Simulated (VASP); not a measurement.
# WS2 (R3m) in VASP: a series of runs

WS2 is run at these levels: LDA; tasks: single point.

Program: VASP 6.6.1. These are calculated values, not measurements. Logs are shortened: lines on timing, memory, paths and dates and some standing lists are left out, and cuts for length are marked.

### Step 1. The cell of the first run

It takes space group R3m (No. 160, trigonal). The conventional cell has a = 3.130 Å, b = 3.130 Å, c = 18.175 Å, α = 90.00°, β = 90.00°, γ = 120.00°. W (site symmetry 3m) has 6 S at 2.39 Å and 6 W at 3.13 Å within 3.2 Å. Within 3.2 Å of S (site symmetry 3m) lie 3 W at 2.39 Å and 7 S at 3.12 to 3.13 Å. S (site symmetry 3m) has 3 W at 2.39 Å and 7 S at 3.12 to 3.13 Å within 3.2 Å.

### Step 2. Single point, LDA

The input, INCAR:

```
PREC = Accurate
ENCUT = 500
EDIFF = 1E-6
ISMEAR = 0
SIGMA = 0.02
LREAL = False
LASPH = True
NELM = 120
ALGO = Normal
ISIF = 2
LWAVE = False
LCHARG = False
NBANDS = 20
GGA_COMPAT = False
```

The input, KPOINTS:

```
regular mesh
0
Gamma
  15 15 15
```

The input, POSCAR:

```
WS2
1.0
    1.5650997648      0.9036107705      6.0582385652
   -1.5650997648      0.9036107705      6.0582385652
    0.0000000000     -1.8072215410      6.0582385652
W S
1 2
Direct
    0.9993414410      0.9993414410      0.9993414410
    0.5801324442      0.5801324442      0.5801324442
    0.7518261148      0.7518261148      0.7518261148
```

Potentials or basis: VASP PAW LDA potentials, release 64 (W_sv, S).

The run is started by

```bash
$ cat potpaw_LDA.64/W_sv/POTCAR potpaw_LDA.64/S/POTCAR > POTCAR
$ mpirun -np 1 vasp_std > vasp.out
```

OUTCAR:

```text
PREC = Accurate
   ENCUT = 500
   EDIFF = 1E-6
   ISMEAR = 0
   LREAL = False
   LASPH = True
   NELM = 120
   ISIF = 2

 ion  position               nearest neighbor table
   1  0.999  0.999  0.999-   3 2.39   3 2.39   3 2.39   2 2.39   2 2.39   2 2.39
   2  0.580  0.580  0.580-   1 2.39   1 2.39   1 2.39
   3  0.752  0.752  0.752-   1 2.39   1 2.39   1 2.39

  LATTYP: Found a trigonal (rhomboedric) cell.
 ALAT       =     6.3220490516
 COS(alpha) =     0.8774260093

  Lattice vectors:

 A1 = (   1.5650997648,   0.9036107705,   6.0582385652)
 A2 = (  -1.5650997648,   0.9036107705,   6.0582385652)
 A3 = (   0.0000000000,  -1.8072215410,   6.0582385652)

Analysis of symmetry for initial positions (statically):
=====================================================================
 Subroutine PRICEL returns:
 Original cell was already a primitive cell.

 Routine SETGRP: Setting up the symmetry group for a
 trigonal (rhombohedral) supercell.

 Subroutine GETGRP returns: Found  6 space group operations
 (whereof  6 operations were pure point group operations)
 out of a pool of 12 trial point group operations.

The static configuration has the point symmetry C_3v.

Analysis of symmetry for dynamics (positions and initial velocities):
=====================================================================
 Subroutine PRICEL returns:
 Original cell was already a primitive cell.

 Routine SETGRP: Setting up the symmetry group for a
 trigonal (rhombohedral) supercell.

 Subroutine GETGRP returns: Found  6 space group operations
 (whereof  6 operations were pure point group operations)
 out of a pool of 12 trial point group operations.

The dynamic configuration has the point symmetry C_3v.

 Subroutine INISYM returns: Found  6 space group operations
 (whereof  6 operations are pure point group operations),
 and found     1 'primitive' translations

----------------------------------------------------------------------------------------

                                     Primitive cell

  volume of cell :      51.4069

  direct lattice vectors                    reciprocal lattice vectors
     1.565099765  0.903610771  6.058238565     0.319468453  0.184445197  0.055021493
    -1.565099765  0.903610771  6.058238565    -0.319468453  0.184445197  0.055021493
     0.000000000 -1.807221541  6.058238565     0.000000000 -0.368890394  0.055021493

  length of vectors
     6.322049052  6.322049052  6.322049052     0.372971162  0.372971162  0.372971162

  position of ions in fractional coordinates (direct lattice)
     0.999341441  0.999341441  0.999341441
     0.580132444  0.580132444  0.580132444
     0.751826115  0.751826115  0.751826115

  ion indices of the primitive-cell ions
   primitive index   ion index
                 1           1
                 2           2
                 3           3

----------------------------------------------------------------------------------------

 KPOINTS: regular mesh

Automatic generation of k-mesh.
 Grid dimensions read from file:
 generate k-points for:   15   15   15

 Generating k-lattice:

  Cartesian coordinates                     Fractional coordinates (reciprocal lattice)
     0.021297897  0.012296346  0.003668100     0.066666667  0.000000000 -0.000000000
    -0.021297897  0.012296346  0.003668100     0.000000000  0.066666667 -0.000000000
     0.000000000 -0.024592693  0.003668100    -0.000000000 -0.000000000  0.066666667

  Length of vectors
     0.024864744  0.024864744  0.024864744

  Shift w.r.t. Gamma in fractional coordinates (k-lattice)
     0.000000000  0.000000000  0.000000000

 Subroutine IBZKPT returns following result:
 ===========================================

 Found    344 irreducible k-points:

 Following reciprocal coordinates:
            Coordinates               Weight
  0.000000  0.000000  0.000000      1.000000
  0.066667  0.000000 -0.000000      6.000000
  0.133333  0.000000  0.000000      6.000000
  0.200000  0.000000 -0.000000      6.000000
  0.266667  0.000000  0.000000      6.000000
  0.333333  0.000000 -0.000000      6.000000
[... 16 lines left out ...]
  0.133333  0.133333  0.000000      6.000000
  0.200000  0.133333 -0.000000     12.000000
 [... further k-points ...]
   k-points           NKPTS =    344   k-points in BZ     NKDIM =    344   number of bands    NBANDS=     20
   number of dos      NEDOS =    301   number of ions     NIONS =      3
   total plane-waves  NPLWV = 110592
   dimension x,y,z NGX =    48 NGY =   48 NGZ =   48
   dimension x,y,z NGXF=    96 NGYF=   96 NGZF=   96
   ions per type =               1   2
   NGX,Y,Z   is equivalent  to a cutoff of  12.62, 12.62, 12.62 a.u.
   NGXF,Y,Z  is equivalent  to a cutoff of  25.24, 25.24, 25.24 a.u.
 SYSTEM =  unknown system
   PREC   = accura    normal or accurate (medium, high low for compatibility)
   ISTART =      0    job   : 0-new  1-cont  2-samecut
   ICHARG =      2    charge: 1-file 2-atom 10-const
   ISPIN  =      1    spin polarized calculation?
   LNONCOLLINEAR =      F non collinear calculations
   LSORBIT =      F    spin-orbit coupling
   LASPH  =      T    aspherical Exc in radial PAW
   ENCUT  =  500.0 eV  36.75 Ry    6.06 a.u.  11.53 11.53 11.53*2*pi/ulx,y,z
   NELM   =    120;   NELMIN=  2; NELMDL= -5     # of ELM steps
   EDIFF  = 0.1E-05   stopping-criterion for ELM
   LREAL  =      F    real-space projection
   EDIFFG = 0.1E-04   stopping-criterion for IOM
   NSW    =      0    number of steps for IOM
   IBRION =     -1    ionic relax: 0-MD 1-quasi-New 2-CG
   NFREE  =      0    steps in history (QN), initial steepest desc. (CG)
   ISIF   =      2    stress and relaxation
   ISYM   =      2    0-nonsym 1-usesym 2-fastsym
   POTIM  = 0.5000    time-step for ionic-motion
   TEBEG  =    0.0;   TEEND  =   0.0 temperature during run
   PSTRESS=    0.0 pullay stress
   NELECT =      26.0000    total number of electrons
   NUPDOWN=      -1.0000    fix difference up-down
   EMIN   =  10.00;   EMAX   =-10.00  energy-range for DOS
   EFERMI =   0.00;   METHOD = LEGACY
   ISMEAR =     0;   SIGMA  =   0.02  broadening in eV -4-tet -1-fermi 0-gaus
   EFERMI_NEDOS =   21; number of points for ismear=-14 and -15
   IALGO  =     38    algorithm
   IMIX   =      4    mixing-type and parameters
     AMIX     =   0.40;   BMIX     =  1.00
     AMIX_MAG =   1.60;   BMIX_MAG =  1.00
  volume/ion in A,a.u.               =      17.14       115.64
  Fermi-wavevector in a.u.,A,eV,Ry     =   1.304344  2.464853 23.147785  1.701314
  Thomas-Fermi vector in A             =   2.435286
   LORBIT       =      0    0 simple, 1 ext, 2 COOP (PROOUT), +10 PAW based schemes
   GGA     = CA    functional components
   LHFCALC =     F    Hartree Fock is set to
   AEXX    =    0.0000 exact exchange contribution
   IVDW    =     0    specifies the selected vdW correction
   LEPSILON=     F    determine dielectric tensor
   LRPA    =     F    only Hartree local field effects (RPA)
 non-spin polarized calculation
 Gauss-broadening in eV      SIGMA  =   0.02
  energy-cutoff  :      500.00
  volume of cell :       51.41
 maximum number of plane-waves:      1321
 NGX is ok and might be reduce to    48
   NGX = 23   NGY = 23   NGZ = 23

 number of electron      26.0000000 magnetization

 Free energy of the ion-electron system (eV)
  ---------------------------------------------------
  ext. energy  EPLUGINS =         0.00000000
  ---------------------------------------------------
  free energy    TOTEN  =       -26.25841755 eV

  energy without entropy =      -26.25841755  energy(sigma->0) =      -26.25841755

 E-fermi :   8.0582     XC(G=0): -11.4305

 val. band max:        7.8375104535   @ k =   0.4667   0.4667   0.4667
 cond. band min:       8.7589161002   @ k =  -0.2000   0.2000   0.0000
 fundamental gap:      0.9214056468
 Fermi energy:         8.0582237808

 k-point     1 :       0.0000    0.0000    0.0000
  band No.  band energies     occupation
      1     -66.3559      2.00000
      2     -30.9185      2.00000
      3     -30.6987      2.00000
      4     -30.6987      2.00000
      5      -7.9678      2.00000
      6      -5.8348      2.00000
[... 12 lines left out ...]
     19      15.6132      0.00000
     20      16.4609      0.00000

 k-point     2 :       0.0667    0.0000   -0.0000
  band No.  band energies     occupation
      1     -66.3549      2.00000
      2     -30.9152      2.00000
      3     -30.7169      2.00000
      4     -30.7029      2.00000
      5      -7.8871      2.00000
      6      -5.8136      2.00000
[... 12 lines left out ...]
     19      15.9326      0.00000
     20      16.4841      0.00000

 k-point     3 :       0.1333    0.0000    0.0000
  band No.  band energies     occupation
      1     -66.3522      2.00000
      2     -30.9058      2.00000
      3     -30.7681      2.00000
      4     -30.7147      2.00000
      5      -7.6523      2.00000
      6      -5.7516      2.00000
[... 12 lines left out ...]
     19      16.2738      0.00000
     20      16.7406      0.00000

 k-point     4 :       0.2000    0.0000   -0.0000
  band No.  band energies     occupation
      1     -66.3482      2.00000
      2     -30.8920      2.00000
      3     -30.8427      2.00000
      4     -30.7321      2.00000
      5      -7.2851      2.00000
      6      -5.6545      2.00000
[... 12 lines left out ...]
     19      16.2101      0.00000
     20      16.8598      0.00000

 k-point     5 :       0.2667    0.0000    0.0000
  band No.  band energies     occupation
      1     -66.3436      2.00000
      2     -30.9272      2.00000
      3     -30.8761      2.00000
      4     -30.7520      2.00000
      5      -6.8232      2.00000
      6      -5.5337      2.00000
[... 12 lines left out ...]
     19      15.8271      0.00000
     20      16.4945      0.00000
[... 353 lines left out ...]
      6      -5.6803      2.00000
[... 12 lines left out ...]
     19      16.2619      0.00000
     20      16.9649      0.00000

 k-point    22 :      -0.0667    0.0667    0.0000
  band No.  band energies     occupation
      1     -66.3531      2.00000
      2     -30.9089      2.00000
      3     -30.7510      2.00000
      4     -30.7115      2.00000
      5      -7.7325      2.00000
      6      -5.7652      2.00000
[... 12 lines left out ...]
     19      16.2947      0.00000
     20      16.6151      0.00000

 k-point    23 :       0.1333    0.1333    0.0000
  band No.  band energies     occupation
      1     -66.3522      2.00000
      2     -30.9058      2.00000
      3     -30.7681      2.00000
      4     -30.7147      2.00000
      5      -7.6396      2.00000
      6      -5.7780      2.00000
[... 12 lines left out ...]
     19      16.3041      0.00000
     20      16.7383      0.00000

 k-point    24 :       0.2000    0.1333   -0.0000
  band No.  band energies     occupation
      1     -66.3498      2.00000
      2     -30.8973      2.00000
      3     -30.8123      2.00000
      4     -30.7277      2.00000
      5      -7.4093      2.00000
      6      -5.7282      2.00000
[... 12 lines left out ...]
     19      16.2892      0.00000
     20      16.7890      0.00000

 [... further k-points ...]
[... 5 lines left out ...]
  --------------------------------------------------------------------------------------
  -------------------------------------------------------------------------------------
  Total        0.1163365      0.1163365      0.1190566      0.0000000      0.0000000      0.0000000
  in kB        3.6258144      3.6258144      3.7105890      0.0000000      0.0000000      0.0000000
  external PRESSURE =       3.6540726 kB  Pullay stress =       0.0000000 kB

 VOLUME and BASIS-vectors are now :
 -----------------------------------------------------------------------------
  energy-cutoff  :      500.00
  volume of cell :       51.41
      direct lattice vectors                 reciprocal lattice vectors
     1.565099765  0.903610771  6.058238565     0.319468453  0.184445197  0.055021493
    -1.565099765  0.903610771  6.058238565    -0.319468453  0.184445197  0.055021493
     0.000000000 -1.807221541  6.058238565     0.000000000 -0.368890394  0.055021493

 POSITION                                       TOTAL-FORCE (eV/Angst)
 -----------------------------------------------------------------------------------
      0.00000      0.00000     18.16275         0.000000     -0.000000     -0.000110
      0.00000      0.00000     10.54374         0.000000      0.000000     -0.043882
      0.00000      0.00000     13.66423         0.000000      0.000000      0.043992
 -----------------------------------------------------------------------------------
    total drift:                                0.000000      0.000000     -0.000026

  FREE ENERGIE OF THE ION-ELECTRON SYSTEM (eV)
  ---------------------------------------------------
  free  energy   TOTEN  =       -26.2584175485 eV

  energy  without entropy=      -26.2584175485  energy(sigma->0) =      -26.25841755
```

It took 22 min on 1 thread of Oxide Virtual Turin-like, shared host; peak memory 0.45 GiB.

Results:

| Property | Result |
| --- | --- |
| Free energy | -26.2584 eV |
| Pressure | 0.4 GPa |
| Largest force | 0.044 eV/Å |
| Band gap on the k mesh | 0.92 eV (least direct gap 1.98 eV) |

Forces in eV/Å, atoms in the order of the input:
```
W    0.000  0.000  0.000
S    0.000  0.000 -0.044
S    0.000  0.000  0.044
```

Caveat: spin-orbit coupling is left out, which moves the levels of the heavy elements. A k mesh can miss the band edges.

### Step 3. Single point, LDA

The input, INCAR:

```
SYSTEM = WS2
  ALGO = Normal
  EDIFF = 1E-6
  ENCUT = 500
  GGA = CA
  GGA_COMPAT = .FALSE.
  ISIF = 2
  ISMEAR = 0
  LASPH = .TRUE.
  LCHARG = .FALSE.
  LREAL = .FALSE.
  LWAVE = .FALSE.
  NBANDS = 20
  NELM = 120
  PREC = Accurate
  SIGMA = 0.02
```

The input, KPOINTS:

```
k-points
0
G
  15 15 15
  0 0 0
```

POSCAR is that of step 2.

Potentials or basis: VASP PAW LDA potentials, release 64 (W_sv, S).

The run is started by

```bash
$ cat potpaw_LDA.64/W_sv/POTCAR potpaw_LDA.64/S/POTCAR > POTCAR
$ mpirun -np 1 vasp_std > vasp.out
```

It took 21 min on 1 thread of Oxide Virtual Turin-like, shared host; peak memory 0.45 GiB.

It converged, with:

```
Free energy            : -26.2584 eV
Pressure               : 0.4 GPa
Largest force          : 0.044 eV/Å
Band gap on the k mesh : 0.92 eV (least direct gap 1.98 eV)
```

Forces on the atoms (eV/Å):
```
W    0.000  0.000  0.000
S    0.000  0.000 -0.044
S    0.000  0.000  0.044
```

Levels at points of the mesh, in eV from the valence-band top:
```
           k point  band 11  band 12  band 13  band 14  band 15  band 16
(0.00, 0.00, 0.00)    -2.35    -1.46    -1.43     2.21     2.21     2.56
```

Caveat: spin-orbit coupling is left out, which moves the levels of the heavy elements. A k mesh can miss the band edges.
